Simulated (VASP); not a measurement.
# SiW16 (a cell with a defect) in VASP: single point with PBEsol

Aim: the single point of SiW16 (a cell with a defect) with PBEsol.

Program: VASP 6.6.1. These are calculated values, not measurements. Logs are shortened: lines on timing, memory, paths and dates and some standing lists are left out, and cuts for length are marked.

**1. The cell of the first run**

The cell holds a defect, 17 atoms: a = 6.320 Å, b = 6.320 Å, c = 6.320 Å, α = 90.00°, β = 90.00°, γ = 90.00°.

**2. Single point, PBEsol**

INCAR reads:

```
  ALGO = Normal
  EDIFF = 1E-6
  ENCUT = 520
  GGA = PS
  ISIF = 2
  ISMEAR = 0
  LASPH = True
  LCHARG = False
  LREAL = Auto
  LWAVE = False
  NBANDS = 128
  NELM = 100
  PREC = Accurate
  SIGMA = 0.05
```

KPOINTS reads:

```
k-points
0
Gamma
  3 3 3
```

POSCAR reads:

```
SiW16
1.0
    6.3200000000      0.0000000000      0.0000000000
    0.0000000000      6.3200000000      0.0000000000
    0.0000000000      0.0000000000      6.3200000000
W Si
16 1
Direct
   -0.0144281056      0.0000308186      0.0215943186
    0.5143256381      0.0000162365      0.0215842008
   -0.0093512481      0.5000342879      0.0165292995
   -0.0144219053      0.0000520285      0.4928424065
    0.2499659510      0.2467043790      0.2572143502
    0.5093221171      0.5000164137      0.0165865524
    0.5143262033      0.0000366906      0.4928423100
    0.7499685937      0.2505528854      0.2571984013
   -0.0094147888      0.5000555103      0.4978510815
    0.2499686542      0.7533195712      0.2571941940
    0.2499397634      0.1767552245      0.7572669294
    0.5093832084      0.5000330818      0.4977862533
    0.7499690211      0.7495695726      0.2571886693
    0.7499606816      0.2467211051      0.7572067489
    0.2499076504      0.8233008558      0.7572132232
    0.7499432532      0.7533249653      0.7572057754
    0.2500760722      0.5000230432     -0.2428940043
```

Potentials or basis: VASP PAW PBE potentials, release 64 (W_sv, Si).

Command:

```
$ cat potpaw_PBE.64/W_sv/POTCAR potpaw_PBE.64/Si/POTCAR > POTCAR
$ mpirun -np 1 vasp_std > vasp.out
```

OUTCAR:

```text
EDIFF = 1E-6
   ENCUT = 520
   GGA = PS
   ISIF = 2
   ISMEAR = 0
   LASPH = True
   LREAL = Auto
   NELM = 100
   PREC = Accurate

 ion  position               nearest neighbor table
   1  0.986  0.000  0.022-  11 2.61  15 2.61  13 2.63   8 2.63   5 2.73  14 2.73  10 2.73  16 2.73
                             2 2.98   4 2.98   3 3.16   3 3.16   4 3.34   2 3.34
   2  0.514  0.000  0.022-  11 2.61  15 2.61  13 2.63   8 2.63  10 2.73   5 2.73  16 2.73  14 2.73
                             1 2.98   7 2.98   6 3.16   6 3.16   7 3.34   1 3.34
   3  0.991  0.500  0.017-  17 2.32   8 2.67  13 2.67  10 2.75  16 2.75  14 2.75   5 2.75   9 3.04
                             6 3.04  11 3.09  15 3.09   1 3.16   1 3.16   6 3.28   9 3.28
   4  0.986  0.000  0.493-  15 2.61  11 2.61  13 2.63   8 2.63  14 2.73   5 2.73  16 2.73  10 2.73
                             1 2.98   7 2.98   9 3.16   9 3.16   7 3.34   1 3.34
   5  0.250  0.247  0.257-   7 2.73   4 2.73   2 2.73   1 2.73   6 2.75  12 2.75   3 2.75   9 2.75
                            10 3.12   8 3.16   8 3.16  11 3.19  11 3.19  10 3.20
   6  0.509  0.500  0.017-  17 2.32   8 2.67  13 2.67  10 2.75   5 2.75  16 2.75  14 2.75  12 3.04
                             3 3.04  11 3.09  15 3.09   2 3.16   2 3.16   3 3.28  12 3.28
   7  0.514  0.000  0.493-  15 2.61  11 2.61  13 2.63   8 2.63   5 2.73  14 2.73  16 2.73  10 2.73
                             4 2.98   2 2.98  12 3.16  12 3.16   2 3.34   4 3.34
   8  0.750  0.251  0.257-   1 2.63   4 2.63   2 2.63   7 2.63  12 2.67   6 2.67   9 2.67   3 2.67
                            13 3.15  14 3.16   5 3.16   5 3.16  14 3.16  13 3.17
   9  0.991  0.500  0.498-  17 2.32   8 2.67  13 2.67  16 2.75  10 2.75  14 2.75   5 2.75  12 3.04
                             3 3.04  15 3.09  11 3.09   4 3.16   4 3.16   3 3.28  12 3.28
  10  0.250  0.753  0.257-   2 2.73   1 2.73   7 2.73   4 2.73   6 2.75   3 2.75  12 2.75   9 2.75
                             5 3.12  13 3.16  13 3.16  15 3.19  15 3.19   5 3.20
  11  0.250  0.177  0.757-  17 2.04  15 2.23   1 2.61   2 2.61   4 2.61   7 2.61   3 3.09   6 3.09
                             9 3.09  12 3.09   5 3.19  14 3.19  14 3.19   5 3.19
  12  0.509  0.500  0.498-  17 2.32   8 2.67  13 2.67  16 2.75  10 2.75  14 2.75   5 2.75   6 3.04
                             9 3.04  15 3.09  11 3.09   7 3.16   7 3.16   9 3.28   6 3.28
  13  0.750  0.750  0.257-   1 2.63   2 2.63   4 2.63   7 2.63  12 2.67   9 2.67   6 2.67   3 2.67
                             8 3.15  16 3.16  10 3.16  10 3.16  16 3.16   8 3.17
  14  0.750  0.247  0.757-   4 2.73   7 2.73   1 2.73   2 2.73   6 2.75  12 2.75   9 2.75   3 2.75
                            16 3.12   8 3.16   8 3.16  11 3.19  11 3.19  16 3.20
  15  0.250  0.823  0.757-  17 2.04  11 2.23   4 2.61   1 2.61   2 2.61   7 2.61   3 3.09   9 3.09
                             6 3.09  12 3.09  16 3.19  10 3.19  10 3.19  16 3.19
  16  0.750  0.753  0.757-   2 2.73   7 2.73   1 2.73   4 2.73   9 2.75  12 2.75   6 2.75   3 2.75
                            14 3.12  13 3.16  13 3.16  15 3.19  15 3.19  14 3.20
  17  0.250  0.500  0.757-  11 2.04  15 2.04  12 2.32   6 2.32   9 2.32   3 2.32

  LATTYP: Found a simple cubic cell.
 ALAT       =     6.3200000000

  Lattice vectors:

 A1 = (   6.3200000000,   0.0000000000,   0.0000000000)
 A2 = (   0.0000000000,   6.3200000000,   0.0000000000)
 A3 = (   0.0000000000,   0.0000000000,   6.3200000000)

Analysis of symmetry for initial positions (statically):
=====================================================================
 Subroutine PRICEL returns:
 Original cell was already a primitive cell.

 Routine SETGRP: Setting up the symmetry group for a
 simple cubic supercell.

 Subroutine GETGRP returns: Found  1 space group operations
 (whereof  1 operations were pure point group operations)
 out of a pool of 48 trial point group operations.

The static configuration has the point symmetry C_1 .

Analysis of symmetry for dynamics (positions and initial velocities):
=====================================================================
 Subroutine PRICEL returns:
 Original cell was already a primitive cell.

 Routine SETGRP: Setting up the symmetry group for a
 simple cubic supercell.

 Subroutine GETGRP returns: Found  1 space group operations
 (whereof  1 operations were pure point group operations)
 out of a pool of 48 trial point group operations.

The dynamic configuration has the point symmetry C_1 .

 Subroutine INISYM returns: Found  1 space group operations
 (whereof  1 operations are pure point group operations),
 and found     1 'primitive' translations

----------------------------------------------------------------------------------------

                                     Primitive cell

  volume of cell :     252.4360

  direct lattice vectors                    reciprocal lattice vectors
     6.320000000  0.000000000  0.000000000     0.158227848  0.000000000  0.000000000
     0.000000000  6.320000000  0.000000000     0.000000000  0.158227848  0.000000000
     0.000000000  0.000000000  6.320000000     0.000000000  0.000000000  0.158227848

  length of vectors
     6.320000000  6.320000000  6.320000000     0.158227848  0.158227848  0.158227848

  position of ions in fractional coordinates (direct lattice)
     0.985571894  0.000030819  0.021594319
     0.514325638  0.000016237  0.021584201
     0.990648752  0.500034288  0.016529300
     0.985578095  0.000052029  0.492842407
     0.249965951  0.246704379  0.257214350
     0.509322117  0.500016414  0.016586552
[... 9 lines left out ...]
     0.749943253  0.753324965  0.757205775
     0.250076072  0.500023043  0.757105996

  ion indices of the primitive-cell ions
   primitive index   ion index
                 1           1
                 2           2
                 3           3
                 4           4
                 5           5
                 6           6
[... 9 lines left out ...]
                16          16
                17          17

----------------------------------------------------------------------------------------

 KPOINTS: k-points

Automatic generation of k-mesh.
 Grid dimensions read from file:
 generate k-points for:    3    3    3

 Generating k-lattice:

  Cartesian coordinates                     Fractional coordinates (reciprocal lattice)
     0.052742616  0.000000000  0.000000000     0.333333333  0.000000000  0.000000000
     0.000000000  0.052742616  0.000000000     0.000000000  0.333333333  0.000000000
     0.000000000  0.000000000  0.052742616     0.000000000  0.000000000  0.333333333

  Length of vectors
     0.052742616  0.052742616  0.052742616

  Shift w.r.t. Gamma in fractional coordinates (k-lattice)
     0.000000000  0.000000000  0.000000000

 Subroutine IBZKPT returns following result:
 ===========================================

 Found     14 irreducible k-points:

 Following reciprocal coordinates:
            Coordinates               Weight
  0.000000  0.000000  0.000000      1.000000
  0.333333  0.000000  0.000000      2.000000
  0.000000  0.333333  0.000000      2.000000
  0.000000  0.000000  0.333333      2.000000
  0.333333  0.333333  0.000000      2.000000
  0.000000  0.333333  0.333333      2.000000
  0.333333  0.000000  0.333333      2.000000
 -0.333333  0.333333  0.000000      2.000000
 -0.333333  0.000000  0.333333      2.000000
  0.000000 -0.333333  0.333333      2.000000
  0.333333  0.333333  0.333333      2.000000
 -0.333333  0.333333  0.333333      2.000000
 -0.333333 -0.333333  0.333333      2.000000
  0.333333 -0.333333  0.333333      2.000000
   k-points           NKPTS =     14   k-points in BZ     NKDIM =     14   number of bands    NBANDS=    128
   number of dos      NEDOS =    301   number of ions     NIONS =     17
   total plane-waves  NPLWV = 110592
   dimension x,y,z NGX =    48 NGY =   48 NGZ =   48
   dimension x,y,z NGXF=    96 NGYF=   96 NGZF=   96
   ions per type =              16   1
   NGX,Y,Z   is equivalent  to a cutoff of  12.63, 12.63, 12.63 a.u.
   NGXF,Y,Z  is equivalent  to a cutoff of  25.25, 25.25, 25.25 a.u.
 SYSTEM =  unknown system
   PREC   = accura    normal or accurate (medium, high low for compatibility)
   ISTART =      0    job   : 0-new  1-cont  2-samecut
   ICHARG =      2    charge: 1-file 2-atom 10-const
   ISPIN  =      1    spin polarized calculation?
   LNONCOLLINEAR =      F non collinear calculations
   LSORBIT =      F    spin-orbit coupling
   LASPH  =      T    aspherical Exc in radial PAW
   ENCUT  =  520.0 eV  38.22 Ry    6.18 a.u.  11.75 11.75 11.75*2*pi/ulx,y,z
   NELM   =    100;   NELMIN=  2; NELMDL= -5     # of ELM steps
   EDIFF  = 0.1E-05   stopping-criterion for ELM
   LREAL  =      T    real-space projection
   EDIFFG = 0.1E-04   stopping-criterion for IOM
   NSW    =      0    number of steps for IOM
   IBRION =     -1    ionic relax: 0-MD 1-quasi-New 2-CG
   NFREE  =      0    steps in history (QN), initial steepest desc. (CG)
   ISIF   =      2    stress and relaxation
   ISYM   =      2    0-nonsym 1-usesym 2-fastsym
   POTIM  = 0.5000    time-step for ionic-motion
   TEBEG  =    0.0;   TEEND  =   0.0 temperature during run
   PSTRESS=    0.0 pullay stress
   NELECT =     228.0000    total number of electrons
   NUPDOWN=      -1.0000    fix difference up-down
   EMIN   =  10.00;   EMAX   =-10.00  energy-range for DOS
   EFERMI =   0.00;   METHOD = LEGACY
   ISMEAR =     0;   SIGMA  =   0.05  broadening in eV -4-tet -1-fermi 0-gaus
   EFERMI_NEDOS =   21; number of points for ismear=-14 and -15
   IALGO  =     38    algorithm
   IMIX   =      4    mixing-type and parameters
     AMIX     =   0.40;   BMIX     =  1.00
     AMIX_MAG =   1.60;   BMIX_MAG =  1.00
  volume/ion in A,a.u.               =      14.85       100.21
  Fermi-wavevector in a.u.,A,eV,Ry     =   1.582472  2.990438 34.071949  2.504218
  Thomas-Fermi vector in A             =   2.682390
   LORBIT       =      0    0 simple, 1 ext, 2 COOP (PROOUT), +10 PAW based schemes
   GGA     = PS    functional components
   LHFCALC =     F    Hartree Fock is set to
   AEXX    =    0.0000 exact exchange contribution
   IVDW    =     0    specifies the selected vdW correction
   LEPSILON=     F    determine dielectric tensor
   LRPA    =     F    only Hartree local field effects (RPA)
 non-spin polarized calculation
 Gauss-broadening in eV      SIGMA  =   0.05
  energy-cutoff  :      520.00
  volume of cell :      252.44
 maximum number of plane-waves:      6859
   NGX = 23   NGY = 23   NGZ = 23

 number of electron     227.9999994 magnetization

 Free energy of the ion-electron system (eV)
  ---------------------------------------------------
  ext. energy  EPLUGINS =         0.00000000
  ---------------------------------------------------
  free energy    TOTEN  =      -218.22477975 eV

  energy without entropy =     -218.21093862  energy(sigma->0) =     -218.21785919

 E-fermi :  11.9720     XC(G=0): -13.9342

 val. band max:       11.9535211846   @ k =   0.0000   0.0000   0.3333
 cond. band min:      11.9769160081   @ k =   0.0000   0.0000   0.3333
 fundamental gap:      0.0233948235
 Fermi energy:        11.9720122260

 k-point     1 :       0.0000    0.0000    0.0000
  band No.  band energies     occupation
      1     -62.0931      2.00000
      2     -62.0383      2.00000
      3     -62.0293      2.00000
      4     -62.0287      2.00000
      5     -61.9526      2.00000
      6     -61.9335      2.00000
[... 118 lines left out ...]
    125      14.0558      0.00000
    126      14.0660      0.00000

 k-point     2 :       0.3333    0.0000    0.0000
  band No.  band energies     occupation
      1     -62.0799      2.00000
      2     -62.0513      2.00000
      3     -62.0292      2.00000
      4     -62.0287      2.00000
      5     -61.9625      2.00000
      6     -61.9316      2.00000
[... 1666 lines left out ...]
    125      13.9230      0.00000
    126      14.0351      0.00000
 [bands above 126 left out]

------------------------ aborting loop because EDIFF is reached ----------------------------------------

  FORCE on cell =-STRESS in cart. coord.  units (eV):
  Direction    XX          YY          ZZ          XY          YZ          ZX
  --------------------------------------------------------------------------------------
  -------------------------------------------------------------------------------------
  Total       29.9768065     64.2263363     29.9823361     -0.0047261     -0.0061945      0.0012877
  in kB      190.2587819    407.6359671    190.2938778     -0.0299962     -0.0393159      0.0081726
  external PRESSURE =     262.7295423 kB  Pullay stress =       0.0000000 kB

 VOLUME and BASIS-vectors are now :
 -----------------------------------------------------------------------------
  energy-cutoff  :      520.00
  volume of cell :      252.44
      direct lattice vectors                 reciprocal lattice vectors
     6.320000000  0.000000000  0.000000000     0.158227848  0.000000000  0.000000000
     0.000000000  6.320000000  0.000000000     0.000000000  0.158227848  0.000000000
     0.000000000  0.000000000  6.320000000     0.000000000  0.000000000  0.158227848

 POSITION                                       TOTAL-FORCE (eV/Angst)
 -----------------------------------------------------------------------------------
      6.22881      0.00019      0.13648        -0.004525      0.000058      0.005315
      3.25054      0.00010      0.13641         0.004947      0.000798      0.004927
      6.26090      3.16022      0.10447         0.004956      0.000338     -0.007179
      6.22885      0.00033      3.11476        -0.006012     -0.000087     -0.002679
      1.57978      1.55917      1.62559        -0.000270      0.005097     -0.000786
      3.21892      3.16010      0.10483        -0.003941      0.001345     -0.006976
[... 9 lines left out ...]
      4.73964      4.76101      4.78554         0.001319     -0.002572     -0.001558
      1.58048      3.16015      4.78491        -0.003344      0.002013      0.000065
 -----------------------------------------------------------------------------------
    total drift:                                0.001609      0.000132     -0.023714

  FREE ENERGIE OF THE ION-ELECTRON SYSTEM (eV)
  ---------------------------------------------------
  free  energy   TOTEN  =      -218.2247797512 eV

  energy  without entropy=     -218.2109386212  energy(sigma->0) =     -218.21785919
```

It took 12 min on 1 thread of Intel Xeon Platinum 8259CL at 2.50GHz (Skylake/Cascade Lake), shared host; peak memory 0.48 GiB.

What came out:

| Item | Value |
| --- | --- |
| Free energy | -218.2248 eV |
| Pressure | 26.3 GPa |
| Largest force | 0.352 eV/Å |
| Band gap on the k mesh | zero (bands 114 and 115 overlap by 0.50 eV) |

Forces in eV/Å, atoms in the order of the input:
```
W   -0.005  0.000  0.005
W    0.005  0.001  0.005
W    0.005  0.000 -0.007
W   -0.006  0.000 -0.003
W    0.000  0.005 -0.001
W   -0.004  0.001 -0.007
W    0.004  0.000 -0.001
W    0.001  0.020 -0.001
W    0.010 -0.001  0.005
W    0.000 -0.002  0.000
W   -0.001  0.349 -0.002
W   -0.009  0.001  0.005
W    0.001 -0.026  0.001
W    0.000  0.003 -0.001
W    0.001 -0.352  0.001
W    0.001 -0.003 -0.002
Si  -0.003  0.002  0.000
```

Caveat: the PAW data sets were made with another functional, which shifts forces and pressure a little; spin-orbit coupling is left out, which moves the levels of the heavy elements.

The gap in the log of VASP goes by the Fermi energy; the results here count the filled bands.